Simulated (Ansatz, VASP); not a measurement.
# Ca: VASP beside Ansatz

```
Ca
1.0
     0.00000    2.44096    3.66144
     2.44096    0.00000    3.66144
     2.44096    2.44096    0.00000
Ca
1
Direct
  0.00000 0.00000 0.00000
```

Alike in both runs: task single point; functional PBEsol; k mesh 16 × 16 × 16; occupations gaussian, width 0.15 eV; no spin polarisation.

```csv
,VASP,Ansatz
version,VASP 6.6.1,Ansatz 0.2.0
potentials or method,"VASP PAW PBE potentials, release 64 (Ca_sv), cutoff 520 eV","scalar-relativistic, plane waves, PAW"
valence electrons in the cell,10,10
```

Ansatz gave:

```
gap on the k mesh at the Fermi level (eV)                     : none
pressure (GPa)                                                : -0.8
traceless stress, the component that is largest in VASP (GPa) : -5.01
```

Question: What did VASP give for the same quantities?

Answer: gap on the k mesh at the Fermi level (eV): none; pressure (GPa): -0.8; traceless stress, the component that is largest in VASP (GPa): -5.02.

VASP's potentials were made for PBE, not for PBEsol. A gap of «none» marks a metal or a gap that the smearing closes.
